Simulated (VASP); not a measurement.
# Al (Fm-3m) in VASP: further runs, part 2 of 2

VASP 6.6.1. Earlier steps stand in the parts before.

**3. Single point, LDA (volume scaled by 0.58)**

File INCAR:

```
SYSTEM = Al
ALGO     = Normal         ! electronic algorithm
EDIFF    = 1E-7           ! SCF threshold, eV
ENCUT    = 520            ! plane-wave cutoff, eV
ISIF     = 2              ! what is computed and relaxed
ISMEAR   = -1             ! smearing method
LASPH    = .TRUE.         ! aspherical terms in the spheres
LCHARG   = .FALSE.        ! write CHGCAR
LREAL    = .FALSE.        ! projectors in reciprocal space
LWAVE    = .FALSE.        ! write WAVECAR
NBANDS   = 8              ! bands
NELM     = 60             ! most SCF steps
PREC     = Accurate       ! precision mode
SIGMA    = 0.08           ! smearing width, eV
```

File KPOINTS:

```
k-points
0
G
  16 16 16
  0 0 0
```

File POSCAR:

```
Al
1.0
    0.0000000000      1.6608963563      1.6608963563
    1.6608963563      0.0000000000      1.6608963563
    1.6608963563      1.6608963563      0.0000000000
Al
1
Direct
    0.0000000000      0.0000000000      0.0000000000
```

Potentials or basis: VASP PAW LDA potentials, release 64 (Al).

Command:

```sh
> cat potpaw_LDA.64/Al/POTCAR > POTCAR
> mpirun -np 1 vasp_std > vasp.out
```

OUTCAR:

```text
SYSTEM = Al
   EDIFF = 1E-7
   ENCUT = 520
   ISIF = 2
   ISMEAR = -1
   LASPH = .TRUE.
   LREAL = .FALSE.
   NELM = 60
   PREC = Accurate

 ion  position               nearest neighbor table
   1  0.000  0.000  0.000-

  LATTYP: Found a face centered cubic cell.
 ALAT       =     3.3217927126

  Lattice vectors:

 A1 = (   0.0000000000,   1.6608963563,   1.6608963563)
 A2 = (   1.6608963563,   0.0000000000,   1.6608963563)
 A3 = (   1.6608963563,   1.6608963563,   0.0000000000)

Analysis of symmetry for initial positions (statically):
=====================================================================
 Subroutine PRICEL returns:
 Original cell was already a primitive cell.

 Routine SETGRP: Setting up the symmetry group for a
 face centered cubic supercell.

 Subroutine GETGRP returns: Found 48 space group operations
 (whereof 48 operations were pure point group operations)
 out of a pool of 48 trial point group operations.

The static configuration has the point symmetry O_h .

Analysis of symmetry for dynamics (positions and initial velocities):
=====================================================================
 Subroutine PRICEL returns:
 Original cell was already a primitive cell.

 Routine SETGRP: Setting up the symmetry group for a
 face centered cubic supercell.

 Subroutine GETGRP returns: Found 48 space group operations
 (whereof 48 operations were pure point group operations)
 out of a pool of 48 trial point group operations.

The dynamic configuration has the point symmetry O_h .

 Subroutine INISYM returns: Found 48 space group operations
 (whereof 48 operations are pure point group operations),
 and found     1 'primitive' translations

----------------------------------------------------------------------------------------

                                     Primitive cell

  volume of cell :       9.1634

  direct lattice vectors                    reciprocal lattice vectors
     0.000000000  1.660896356  1.660896356    -0.301042264  0.301042264  0.301042264
     1.660896356  0.000000000  1.660896356     0.301042264 -0.301042264  0.301042264
     1.660896356  1.660896356  0.000000000     0.301042264  0.301042264 -0.301042264

  length of vectors
     2.348862153  2.348862153  2.348862153     0.521420497  0.521420497  0.521420497

  position of ions in fractional coordinates (direct lattice)
     0.000000000  0.000000000  0.000000000

  ion indices of the primitive-cell ions
   primitive index   ion index
                 1           1

----------------------------------------------------------------------------------------

 KPOINTS: k-points

Automatic generation of k-mesh.
 Grid dimensions read from file:
 generate k-points for:   16   16   16

 Generating k-lattice:

  Cartesian coordinates                     Fractional coordinates (reciprocal lattice)
    -0.018815142  0.018815142  0.018815142     0.062500000  0.000000000  0.000000000
     0.018815142 -0.018815142  0.018815142     0.000000000  0.062500000  0.000000000
     0.018815142  0.018815142 -0.018815142     0.000000000  0.000000000  0.062500000

  Length of vectors
     0.032588781  0.032588781  0.032588781

  Shift w.r.t. Gamma in fractional coordinates (k-lattice)
     0.000000000  0.000000000  0.000000000

 Subroutine IBZKPT returns following result:
 ===========================================

 Found    145 irreducible k-points:

 Following reciprocal coordinates:
            Coordinates               Weight
  0.000000  0.000000  0.000000      1.000000
  0.062500  0.000000  0.000000      8.000000
  0.125000  0.000000  0.000000      8.000000
  0.187500  0.000000  0.000000      8.000000
  0.250000  0.000000  0.000000      8.000000
  0.312500  0.000000  0.000000      8.000000
[... 16 lines left out ...]
 -0.125000  0.062500  0.000000     24.000000
 -0.062500  0.062500  0.000000     12.000000
 [... further k-points ...]
   k-points           NKPTS =    145   k-points in BZ     NKDIM =    145   number of bands    NBANDS=      8
   number of dos      NEDOS =    301   number of ions     NIONS =      1
   total plane-waves  NPLWV =   5832
   dimension x,y,z NGX =    18 NGY =   18 NGZ =   18
   dimension x,y,z NGXF=    36 NGYF=   36 NGZF=   36
   ions per type =               1
   NGX,Y,Z   is equivalent  to a cutoff of  12.74, 12.74, 12.74 a.u.
   NGXF,Y,Z  is equivalent  to a cutoff of  25.48, 25.48, 25.48 a.u.
 SYSTEM =  Al
   PREC   = accura    normal or accurate (medium, high low for compatibility)
   ISTART =      0    job   : 0-new  1-cont  2-samecut
   ICHARG =      2    charge: 1-file 2-atom 10-const
   ISPIN  =      1    spin polarized calculation?
   LNONCOLLINEAR =      F non collinear calculations
   LSORBIT =      F    spin-orbit coupling
   LASPH  =      T    aspherical Exc in radial PAW
   ENCUT  =  520.0 eV  38.22 Ry    6.18 a.u.   4.37  4.37  4.37*2*pi/ulx,y,z
   NELM   =     60;   NELMIN=  2; NELMDL= -5     # of ELM steps
   EDIFF  = 0.1E-06   stopping-criterion for ELM
   LREAL  =      F    real-space projection
   EDIFFG = 0.1E-05   stopping-criterion for IOM
   NSW    =      0    number of steps for IOM
   IBRION =     -1    ionic relax: 0-MD 1-quasi-New 2-CG
   NFREE  =      0    steps in history (QN), initial steepest desc. (CG)
   ISIF   =      2    stress and relaxation
   ISYM   =      2    0-nonsym 1-usesym 2-fastsym
   POTIM  = 0.5000    time-step for ionic-motion
   TEBEG  =    0.0;   TEEND  =   0.0 temperature during run
   PSTRESS=    0.0 pullay stress
   NELECT =       3.0000    total number of electrons
   NUPDOWN=      -1.0000    fix difference up-down
   EMIN   =  10.00;   EMAX   =-10.00  energy-range for DOS
   EFERMI =   0.00;   METHOD = LEGACY
   ISMEAR =    -1;   SIGMA  =   0.08  broadening in eV -4-tet -1-fermi 0-gaus
   EFERMI_NEDOS =   21; number of points for ismear=-14 and -15
   IALGO  =     38    algorithm
   IMIX   =      4    mixing-type and parameters
     AMIX     =   0.40;   BMIX     =  1.00
     AMIX_MAG =   1.60;   BMIX_MAG =  1.00
  volume/ion in A,a.u.               =       9.16        61.84
  Fermi-wavevector in a.u.,A,eV,Ry     =   1.128312  2.132201 17.321428  1.273089
  Thomas-Fermi vector in A             =   2.265002
   LORBIT       =      0    0 simple, 1 ext, 2 COOP (PROOUT), +10 PAW based schemes
   GGA     = CA    functional components
   LHFCALC =     F    Hartree Fock is set to
   AEXX    =    0.0000 exact exchange contribution
   IVDW    =     0    specifies the selected vdW correction
   LEPSILON=     F    determine dielectric tensor
   LRPA    =     F    only Hartree local field effects (RPA)
 non-spin polarized calculation
  energy-cutoff  :      520.00
  volume of cell :        9.16
 maximum number of plane-waves:       262
 NGX is ok and might be reduce to    18
   NGX =  9   NGY =  9   NGZ =  9

 number of electron       3.0000000 magnetization

 Free energy of the ion-electron system (eV)
  ---------------------------------------------------
  ext. energy  EPLUGINS =         0.00000000
  ---------------------------------------------------
  free energy    TOTEN  =        -2.26598405 eV

  energy without entropy =       -2.26016064  energy(sigma->0) =       -2.26307235

 E-fermi :  15.3461     XC(G=0): -12.7222

 val. band max:       15.3081075630   @ k =   0.4375   0.1875   0.0000
 cond. band min:      15.3588868708   @ k =   0.3750   0.0625   0.0000
 fundamental gap:      0.0507793078
 Fermi energy:        15.3460783029

 k-point     1 :       0.0000    0.0000    0.0000
  band No.  band energies     occupation
      1      -0.2399      2.00000
      2      31.7535      0.00000
      3      31.7535      0.00000
      4      31.7535      0.00000
      5      37.0585      0.00000
      6      38.7843      0.00000
      7      38.7843      0.00000
      8      38.7843      0.00000

 k-point     2 :       0.0625    0.0000    0.0000
  band No.  band energies     occupation
      1      -0.0840      2.00000
      2      29.8917      0.00000
      3      31.6517      0.00000
      4      31.6517      0.00000
      5      37.6783      0.00000
      6      38.9494      0.00000
      7      38.9494      0.00000
      8      39.7892      0.00000
[... 221 lines left out ...]
 k-point    23 :      -0.1250    0.0625    0.0000
  band No.  band energies     occupation
      1       0.7414      2.00000
      2      25.4817      0.00000
      3      29.2438      0.00000
      4      32.4236      0.00000
      5      37.0172      0.00000
      6      37.9533      0.00000
      7      39.4030      0.00000
      8      40.7113      0.00000

 k-point    24 :      -0.0625    0.0625    0.0000
  band No.  band energies     occupation
      1       0.1749      2.00000
      2      28.3275      0.00000
      3      30.2493      0.00000
      4      32.1641      0.00000
      5      38.0722      0.00000
      6      38.3327      0.00000
      7      39.0033      0.00000
      8      40.8204      0.00000

 [... further k-points ...]
[... 5 lines left out ...]
  --------------------------------------------------------------------------------------
  -------------------------------------------------------------------------------------
  Total        8.5052315      8.5052315      8.5052315     -0.0000000      0.0000000      0.0000000
  in kB     1487.0964209   1487.0964209   1487.0964209     -0.0000000      0.0000000      0.0000000
  external PRESSURE =    1487.0964209 kB  Pullay stress =       0.0000000 kB

 VOLUME and BASIS-vectors are now :
 -----------------------------------------------------------------------------
  energy-cutoff  :      520.00
  volume of cell :        9.16
      direct lattice vectors                 reciprocal lattice vectors
     0.000000000  1.660896356  1.660896356    -0.301042264  0.301042264  0.301042264
     1.660896356  0.000000000  1.660896356     0.301042264 -0.301042264  0.301042264
     1.660896356  1.660896356  0.000000000     0.301042264  0.301042264 -0.301042264

 POSITION                                       TOTAL-FORCE (eV/Angst)
 -----------------------------------------------------------------------------------
      0.00000      0.00000      0.00000        -0.000000      0.000000     -0.000000
 -----------------------------------------------------------------------------------
    total drift:                                0.000000     -0.000000     -0.000000

  FREE ENERGIE OF THE ION-ELECTRON SYSTEM (eV)
  ---------------------------------------------------
  free  energy   TOTEN  =        -2.2659840518 eV

  energy  without entropy=       -2.2601606410  energy(sigma->0) =       -2.26307235
```

Wall time 3.9 s (1 thread of Intel Xeon 6975P-C (Granite Rapids), shared host); peak memory 0.11 GiB.

What came out:

```yaml
Free_energy: -2.2660 eV
Pressure: 148.7 GPa
```

**4. Single point, LDA (volume scaled by 0.68)**

File INCAR:

```
SYSTEM = Al
PREC = Accurate ; ENCUT = 520
EDIFF = 1E-7 ; ISMEAR = -1
SIGMA = 0.08 ; LREAL = .False.
LASPH = .True. ; NELM = 80
ALGO = Normal ; ISIF = 2
LWAVE = .False. ; LCHARG = .True.
GGA = CA ; LELF = .True.
LVHAR = .True. ; NBANDS = 8
```

File KPOINTS:

```
regular mesh
0
Gamma
  16 16 16
  0 0 0
```

File POSCAR:

```
Al
1.0
    0.0000000000      1.7513361225      1.7513361225
    1.7513361225      0.0000000000      1.7513361225
    1.7513361225      1.7513361225      0.0000000000
Al
1
Direct
    0.0000000000      0.0000000000      0.0000000000
```

Command:

```sh
> cat potpaw_LDA.64/Al/POTCAR > POTCAR
> mpirun -np 1 vasp_std > vasp.out
```

Wall time 4 s (1 thread of Intel Xeon 6975P-C (Granite Rapids), shared host); peak memory 0.11 GiB.

Results (log left out):

```
Free energy : -3.3383 eV
Pressure    : 76.3 GPa
```

Levels at points of the mesh, in eV from the Fermi level:
| k point | band 1 | band 2 | band 3 | band 4 | band 5 | band 6 |
| --- | --- | --- | --- | --- | --- | --- |
| (0.00, 0.00, 0.00) | -14.32 | 15.22 | 15.22 | 15.22 | 20.14 | 20.48 |
| (0.50, 0.00, 0.00) | -6.32 | -5.01 | 13.62 | 13.62 | 16.78 | 16.78 |
| (0.50, 0.50, 0.00) | -3.86 | -1.98 | 5.32 | 8.05 | 8.05 | 14.40 |
